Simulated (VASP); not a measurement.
# BP (l.B) in VASP: a series of runs

The runs below take BP (l.B) through single point, with LDA.

Everything below comes from runs of VASP 6.6.1. Logs are shortened: lines on timing, memory, paths and dates and some standing lists are left out, and cuts for length are marked.

## (1) The cell of the first run

The cell holds a sheet with vacuum, 2 atoms: a = 3.200 Å, b = 3.200 Å, c = 14.000 Å, α = 90.00°, β = 90.00°, γ = 120.00°.

## (2) Single point, LDA

INCAR

```
SYSTEM = BP
PREC     = Accurate       ! precision mode
ENCUT    = 420            ! plane-wave cutoff, eV
EDIFF    = 1E-6           ! SCF threshold, eV
ISMEAR   = 0              ! smearing method
SIGMA    = 0.03           ! smearing width, eV
LREAL    = .FALSE.        ! projectors in reciprocal space
LASPH    = .TRUE.         ! aspherical terms in the spheres
NELM     = 120            ! most SCF steps
ALGO     = Normal         ! electronic algorithm
ISIF     = 2              ! what is computed and relaxed
LWAVE    = .FALSE.        ! write WAVECAR
LCHARG   = .FALSE.        ! write CHGCAR
LDIPOL   = .TRUE.       
IDIPOL   = 3            
DIPOL    = 0.5 0.5 0.500
GGA      = CA             ! functional
NBANDS   = 11             ! bands
GGA_COMPAT= .FALSE.      
NELMDL   = -8
```

KPOINTS

```
Automatic mesh
0
G
  12 12 1
  0 0 0
```

POSCAR

```
BP
1.0
    3.2000000000      0.0000000000      0.0000000000
   -1.6000000000      2.7712812921      0.0000000000
    0.0000000000      0.0000000000     14.0000000000
B P
1 1
Direct
    0.3333330000      0.6666670000      0.5000000000
    0.6666670000      0.3333330000      0.5000000000
```

Potentials or basis: VASP PAW LDA potentials, release 64 (B, P).

Command:

```
cat potpaw_LDA.64/B/POTCAR potpaw_LDA.64/P/POTCAR > POTCAR
mpirun -np 1 vasp_std > vasp.out
```

OUTCAR:

```text
SYSTEM = BP
   PREC = Accurate
   ENCUT = 420
   EDIFF = 1E-6
   ISMEAR = 0
   LREAL = .FALSE.
   LASPH = .TRUE.
   NELM = 120
   ISIF = 2
   GGA = CA
   NELMDL = -8

 ion  position               nearest neighbor table
   1  0.333  0.667  0.500-   2 1.85   2 1.85   2 1.85
   2  0.667  0.333  0.500-   1 1.85   1 1.85   1 1.85

  LATTYP: Found a hexagonal cell.
 ALAT       =     3.2000000000
 C/A-ratio  =     4.3750000000

  Lattice vectors:

 A1 = (   3.2000000000,   0.0000000000,   0.0000000000)
 A2 = (  -1.6000000000,   2.7712812921,   0.0000000000)
 A3 = (   0.0000000000,   0.0000000000,  14.0000000000)

Analysis of symmetry for initial positions (statically):
=====================================================================
 Subroutine PRICEL returns:
 Original cell was already a primitive cell.

 Routine SETGRP: Setting up the symmetry group for a
 hexagonal supercell.

 Subroutine GETGRP returns: Found 12 space group operations
 (whereof 12 operations were pure point group operations)
 out of a pool of 24 trial point group operations.

The static configuration has the point symmetry D_3h.

Analysis of symmetry for dynamics (positions and initial velocities):
=====================================================================
 Subroutine PRICEL returns:
 Original cell was already a primitive cell.

 Routine SETGRP: Setting up the symmetry group for a
 hexagonal supercell.

 Subroutine GETGRP returns: Found 12 space group operations
 (whereof 12 operations were pure point group operations)
 out of a pool of 24 trial point group operations.

The dynamic configuration has the point symmetry D_3h.

 Subroutine INISYM returns: Found 12 space group operations
 (whereof 12 operations are pure point group operations),
 and found     1 'primitive' translations

----------------------------------------------------------------------------------------

                                     Primitive cell

  volume of cell :     124.1534

  direct lattice vectors                    reciprocal lattice vectors
     3.200000000  0.000000000  0.000000000     0.312500000  0.180421959  0.000000000
    -1.600000000  2.771281292  0.000000000     0.000000000  0.360843918  0.000000000
     0.000000000  0.000000000 14.000000000     0.000000000  0.000000000  0.071428571

  length of vectors
     3.200000000  3.200000000 14.000000000     0.360843918  0.360843918  0.071428571

  position of ions in fractional coordinates (direct lattice)
     0.333333000  0.666667000  0.500000000
     0.666667000  0.333333000  0.500000000

  ion indices of the primitive-cell ions
   primitive index   ion index
                 1           1
                 2           2

----------------------------------------------------------------------------------------

 KPOINTS: Automatic mesh

Automatic generation of k-mesh.
 Grid dimensions read from file:
 generate k-points for:   12   12    1

 Generating k-lattice:

  Cartesian coordinates                     Fractional coordinates (reciprocal lattice)
     0.026041667  0.015035163  0.000000000     0.083333333  0.000000000  0.000000000
     0.000000000  0.030070327  0.000000000     0.000000000  0.083333333  0.000000000
     0.000000000  0.000000000  0.071428571     0.000000000  0.000000000  1.000000000

  Length of vectors
     0.030070327  0.030070327  0.071428571

  Shift w.r.t. Gamma in fractional coordinates (k-lattice)
     0.000000000  0.000000000  0.000000000

 Subroutine IBZKPT returns following result:
 ===========================================

 Found     19 irreducible k-points:

 Following reciprocal coordinates:
            Coordinates               Weight
  0.000000  0.000000  0.000000      1.000000
  0.083333  0.000000  0.000000      6.000000
  0.166667  0.000000  0.000000      6.000000
  0.250000  0.000000  0.000000      6.000000
  0.333333  0.000000  0.000000      6.000000
  0.416667  0.000000  0.000000      6.000000
[... 11 lines left out ...]
  0.333333  0.250000  0.000000     12.000000
  0.333333  0.333333  0.000000      2.000000
   k-points           NKPTS =     19   k-points in BZ     NKDIM =     19   number of bands    NBANDS=     11
   number of dos      NEDOS =    301   number of ions     NIONS =      2
   total plane-waves  NPLWV =  55296
   dimension x,y,z NGX =    24 NGY =   24 NGZ =   96
   dimension x,y,z NGXF=    48 NGYF=   48 NGZF=  192
   ions per type =               1   1
   NGX,Y,Z   is equivalent  to a cutoff of  12.47, 12.47, 11.40 a.u.
   NGXF,Y,Z  is equivalent  to a cutoff of  24.94, 24.94, 22.80 a.u.
 SYSTEM =  BP
   PREC   = accura    normal or accurate (medium, high low for compatibility)
   ISTART =      0    job   : 0-new  1-cont  2-samecut
   ICHARG =      2    charge: 1-file 2-atom 10-const
   ISPIN  =      1    spin polarized calculation?
   LNONCOLLINEAR =      F non collinear calculations
   LSORBIT =      F    spin-orbit coupling
   LASPH  =      T    aspherical Exc in radial PAW
   ENCUT  =  420.0 eV  30.87 Ry    5.56 a.u.   5.35  5.35 23.39*2*pi/ulx,y,z
   NELM   =    120;   NELMIN=  2; NELMDL= -8     # of ELM steps
   EDIFF  = 0.1E-05   stopping-criterion for ELM
   LREAL  =      F    real-space projection
   EDIFFG = 0.1E-04   stopping-criterion for IOM
   NSW    =      0    number of steps for IOM
   IBRION =     -1    ionic relax: 0-MD 1-quasi-New 2-CG
   NFREE  =      0    steps in history (QN), initial steepest desc. (CG)
   ISIF   =      2    stress and relaxation
   ISYM   =      2    0-nonsym 1-usesym 2-fastsym
   POTIM  = 0.5000    time-step for ionic-motion
   TEBEG  =    0.0;   TEEND  =   0.0 temperature during run
   PSTRESS=    0.0 pullay stress
   NELECT =       8.0000    total number of electrons
   NUPDOWN=      -1.0000    fix difference up-down
   EMIN   =  10.00;   EMAX   =-10.00  energy-range for DOS
   EFERMI =   0.00;   METHOD = LEGACY
   ISMEAR =     0;   SIGMA  =   0.03  broadening in eV -4-tet -1-fermi 0-gaus
   EFERMI_NEDOS =   21; number of points for ismear=-14 and -15
   IALGO  =     38    algorithm
   IMIX   =      4    mixing-type and parameters
     AMIX     =   0.40;   BMIX     =  1.00
     AMIX_MAG =   1.60;   BMIX_MAG =  1.00
  volume/ion in A,a.u.               =      62.08       418.91
  Fermi-wavevector in a.u.,A,eV,Ry     =   0.656325  1.240273  5.860871  0.430762
  Thomas-Fermi vector in A             =   1.727481
   LORBIT       =      0    0 simple, 1 ext, 2 COOP (PROOUT), +10 PAW based schemes
   GGA     = CA    functional components
   LHFCALC =     F    Hartree Fock is set to
   AEXX    =    0.0000 exact exchange contribution
   IVDW    =     0    specifies the selected vdW correction
   LEPSILON=     F    determine dielectric tensor
   LRPA    =     F    only Hartree local field effects (RPA)
 non-spin polarized calculation
 Gauss-broadening in eV      SIGMA  =   0.03
  energy-cutoff  :      420.00
  volume of cell :      124.15
 maximum number of plane-waves:      2447
 NGX is ok and might be reduce to    24
   NGX = 11   NGY = 11   NGZ = 47

 dipolmoment           0.000000      0.000000     -0.000000 electrons x Angstroem

 number of electron       7.9999999 magnetization

 dipolmoment           0.000000      0.000000      0.000000 electrons x Angstroem

 Free energy of the ion-electron system (eV)
  ---------------------------------------------------
  ext. energy  EPLUGINS =         0.00000000
  ---------------------------------------------------
  free energy    TOTEN  =       -13.34727516 eV

  energy without entropy =      -13.34727516  energy(sigma->0) =      -13.34727516

 E-fermi :  -2.7778     XC(G=0):  -3.1139

 val. band max:       -2.9596557708   @ k =   0.3333   0.3333   0.0000
 cond. band min:      -2.1232459243   @ k =   0.3333   0.3333   0.0000
 fundamental gap:      0.8364098464
 Fermi energy:        -2.7777978955

 k-point     1 :       0.0000    0.0000    0.0000
  band No.  band energies     occupation
      1     -16.6328      2.00000
      2      -7.1880      2.00000
      3      -4.6188      2.00000
      4      -4.6187      2.00000
      5       0.7753      0.00000
      6       1.6896      0.00000
      7       1.6896      0.00000
      8       2.2688      0.00000
      9       2.6466      0.00000
     10       3.0138      0.00000
     11       5.1652      0.00000

 k-point     2 :       0.0833    0.0000    0.0000
  band No.  band energies     occupation
      1     -16.5269      2.00000
      2      -7.0721      2.00000
      3      -5.1456      2.00000
      4      -4.8249      2.00000
      5       0.8943      0.00000
      6       1.4996      0.00000
      7       2.1227      0.00000
      8       2.3995      0.00000
      9       2.8640      0.00000
     10       3.4527      0.00000
     11       5.0546      0.00000

 k-point     3 :       0.1667    0.0000    0.0000
  band No.  band energies     occupation
      1     -16.2119      2.00000
      2      -6.7272      2.00000
      3      -6.3954      2.00000
      4      -5.3005      2.00000
      5       0.9903      0.00000
      6       1.3678      0.00000
      7       2.7854      0.00000
      8       3.2738      0.00000
      9       3.2958      0.00000
     10       3.7788      0.00000
     11       4.5786      0.00000

 k-point     4 :       0.2500    0.0000    0.0000
  band No.  band energies     occupation
      1     -15.6988      2.00000
      2      -7.8995      2.00000
      3      -6.1631      2.00000
      4      -5.8204      2.00000
      5       0.5757      0.00000
      6       1.9684      0.00000
      7       2.1443      0.00000
      8       3.4598      0.00000
      9       3.9689      0.00000
     10       4.8974      0.00000
     11       5.8278      0.00000

 k-point     5 :       0.3333    0.0000    0.0000
  band No.  band energies     occupation
      1     -15.0167      2.00000
      2      -9.3876      2.00000
      3      -6.2492      2.00000
      4      -5.4070      2.00000
      5       0.2044      0.00000
      6       0.5387      0.00000
      7       2.8482      0.00000
      8       4.3537      0.00000
      9       4.8971      0.00000
     10       6.7801      0.00000
     11       6.8009      0.00000
[... 141 lines left out ...]
 k-point    16 :       0.4167    0.1667    0.0000
  band No.  band energies     occupation
      1     -13.5878      2.00000
      2     -11.0430      2.00000
      3      -7.9906      2.00000
      4      -3.6984      2.00000
      5      -1.6281      0.00000
      6       1.8693      0.00000
      7       4.4580      0.00000
      8       5.0431      0.00000
      9       6.1286      0.00000
     10       7.4146      0.00000
     11       7.7041      0.00000

 k-point    17 :       0.2500    0.2500    0.0000
  band No.  band energies     occupation
      1     -14.0457      2.00000
      2     -10.0908      2.00000
      3      -8.3907      2.00000
      4      -4.2818      2.00000
      5      -0.7374      0.00000
      6       3.1577      0.00000
      7       4.1040      0.00000
      8       4.1210      0.00000
      9       4.9440      0.00000
     10       6.1424      0.00000
     11       6.4018      0.00000

 k-point    18 :       0.3333    0.2500    0.0000
  band No.  band energies     occupation
      1     -13.4484      2.00000
      2     -10.7315      2.00000
      3      -8.8583      2.00000
      4      -3.4758      2.00000
      5      -1.6522      0.00000
      6       3.4869      0.00000
      7       3.6260      0.00000
      8       5.0125      0.00000
      9       6.1295      0.00000
     10       7.3537      0.00000
     11       7.6332      0.00000

 k-point    19 :       0.3333    0.3333    0.0000
  band No.  band energies     occupation
      1     -13.1949      2.00000
      2     -10.7776      2.00000
      3      -9.3094      2.00000
      4      -2.9597      2.00000
      5      -2.1232      0.00000
      6       3.2586      0.00000
      7       4.3213      0.00000
      8       5.3827      0.00000
      9       6.6532      0.00000
     10       7.7365      0.00000
     11       7.8262      0.00000

------------------------ aborting loop because EDIFF is reached ----------------------------------------

 vacuum level on the upper side and lower side of the slab       (xc-potential included)        -0.131        -0.131

  FORCE on cell =-STRESS in cart. coord.  units (eV):
  Direction    XX          YY          ZZ          XY          YZ          ZX
  --------------------------------------------------------------------------------------
  -------------------------------------------------------------------------------------
  Total       -0.7187634     -0.7187634     -0.0039840      0.0000000      0.0000000     -0.0000000
  in kB       -9.2755128     -9.2755128     -0.0514130      0.0000000      0.0000000     -0.0000000
  external PRESSURE =      -6.2008129 kB  Pullay stress =       0.0000000 kB

 VOLUME and BASIS-vectors are now :
 -----------------------------------------------------------------------------
  energy-cutoff  :      420.00
  volume of cell :      124.15
      direct lattice vectors                 reciprocal lattice vectors
     3.200000000  0.000000000  0.000000000     0.312500000  0.180421959  0.000000000
    -1.600000000  2.771281292  0.000000000     0.000000000  0.360843918  0.000000000
     0.000000000  0.000000000 14.000000000     0.000000000  0.000000000  0.071428571

 POSITION                                       TOTAL-FORCE (eV/Angst)
 -----------------------------------------------------------------------------------
     -0.00000      1.84752      7.00000        -0.000000      0.000000      0.000000
      1.60000      0.92376      7.00000         0.000000      0.000000      0.000000
 -----------------------------------------------------------------------------------
    total drift:                               -0.000162      0.000093      0.000000

  FREE ENERGIE OF THE ION-ELECTRON SYSTEM (eV)
  ---------------------------------------------------
  free  energy   TOTEN  =       -13.3472751623 eV

  energy  without entropy=      -13.3472751623  energy(sigma->0) =      -13.34727516

 vacuum level on the upper side and lower side of the slab         2.261         2.261
```

Wall time 11 s (1 thread of Intel Xeon 6975P-C (Granite Rapids), shared host); peak memory 0.18 GiB.

Results:

```yaml
Free_energy: -13.3473 eV
Band_gap_on_the_k_mesh: 0.84 eV, direct
```

Levels at points of the mesh, in eV from the valence-band top:
| k point | band 1 | band 2 | band 3 | band 4 | band 5 | band 6 | band 7 | band 8 |
| --- | --- | --- | --- | --- | --- | --- | --- | --- |
| (0.00, 0.00, 0.00) | -13.67 | -4.23 | -1.66 | -1.66 | 3.74 | 4.65 | 4.65 | 5.23 |
| (0.50, 0.00, 0.00) | -10.87 | -8.30 | -3.66 | -1.08 | 1.40 | 2.84 | 7.80 | 8.77 |

## (3) Single point, LDA

This run uses another cell than the first one, of 104.14 Å³/atom, 1.678 times its volume.

INCAR

```
SYSTEM = BP
ALGO = Normal
DIPOL = 0.5 0.5 0.294
EDIFF = 1E-6
ENCUT = 420
GGA = CA
GGA_COMPAT = .False.
IDIPOL = 3
ISIF = 2
ISMEAR = 0
LASPH = .True.
LCHARG = .True.
LDIPOL = .True.
LELF = .True.
LREAL = .False.
LVACPOTAV = .True.
LVHAR = .True.
LWAVE = .False.
NBANDS = 11
NELM = 120
NELMDL = -8
PREC = Accurate
SIGMA = 0.03
```

KPOINTS

```
k-points
0
Gamma
  12 12 1
  0 0 0
```

POSCAR

```
BP
1.0
    3.1788264246      0.0000000000      0.0000000000
   -1.5894132123      2.7529444379      0.0000000000
    0.0000000000      0.0000000000     23.8000000000
B P
1 1
Direct
    0.3333333333      0.6666666667      0.2941176471
    0.6666666667      0.3333333333      0.2941176471
```

Potentials or basis: VASP PAW LDA potentials, release 64 (B, P).

Command:

```
cat potpaw_LDA.64/B/POTCAR potpaw_LDA.64/P/POTCAR > POTCAR
mpirun -np 1 vasp_std > vasp.out
```

OUTCAR:

```text
SYSTEM = BP
   EDIFF = 1E-6
   ENCUT = 420
   GGA = CA
   ISIF = 2
   ISMEAR = 0
   LASPH = .True.
   LREAL = .False.
   NELM = 120
   NELMDL = -8
   PREC = Accurate

 ion  position               nearest neighbor table
   1  0.333  0.667  0.294-   2 1.84   2 1.84   2 1.84
   2  0.667  0.333  0.294-   1 1.84   1 1.84   1 1.84

  LATTYP: Found a hexagonal cell.
 ALAT       =     3.1788264246
 C/A-ratio  =     7.4870398131

  Lattice vectors:
[... 454 lines left out ...]

  FORCE on cell =-STRESS in cart. coord.  units (eV):
  Direction    XX          YY          ZZ          XY          YZ          ZX
  --------------------------------------------------------------------------------------
  -------------------------------------------------------------------------------------
  Total       -0.0253488     -0.0253488     -0.0042064      0.0000000      0.0000000      0.0000000
  in kB       -0.1949966     -0.1949966     -0.0323580      0.0000000      0.0000000      0.0000000
  external PRESSURE =      -0.1407837 kB  Pullay stress =       0.0000000 kB

 VOLUME and BASIS-vectors are now :
 -----------------------------------------------------------------------------
  energy-cutoff  :      420.00
  volume of cell :      208.28
      direct lattice vectors                 reciprocal lattice vectors
     3.178826425  0.000000000  0.000000000     0.314581505  0.181623716  0.000000000
    -1.589413212  2.752944438  0.000000000     0.000000000  0.363247433  0.000000000
     0.000000000  0.000000000 23.800000000     0.000000000  0.000000000  0.042016807

 POSITION                                       TOTAL-FORCE (eV/Angst)
 -----------------------------------------------------------------------------------
     -0.00000      1.83530      7.00000        -0.000000      0.000000     -0.000000
      1.58941      0.91765      7.00000         0.000000     -0.000000      0.000000
 -----------------------------------------------------------------------------------
    total drift:                               -0.000000      0.000000      0.000001

  FREE ENERGIE OF THE ION-ELECTRON SYSTEM (eV)
  ---------------------------------------------------
  free  energy   TOTEN  =       -13.3523046373 eV

  energy  without entropy=      -13.3523046373  energy(sigma->0) =      -13.35230464

 vacuum level on the upper side and lower side of the slab         1.395         1.395
```

It took 27 s on 1 thread of Intel Xeon 6975P-C (Granite Rapids), shared host; peak memory 0.23 GiB.

Results:

```
Free energy            : -13.3523 eV
Band gap on the k mesh : 0.82 eV, direct
```

Levels at points of the mesh, in eV from the valence-band top:
```
           k point  band 2  band 3  band 4  band 5  band 6  band 7
(0.00, 0.00, 0.00)   -4.32   -1.65   -1.65    3.70    4.70    4.70
(0.50, 0.00, 0.00)   -8.38   -3.68   -1.11    1.38    2.90    7.82
```
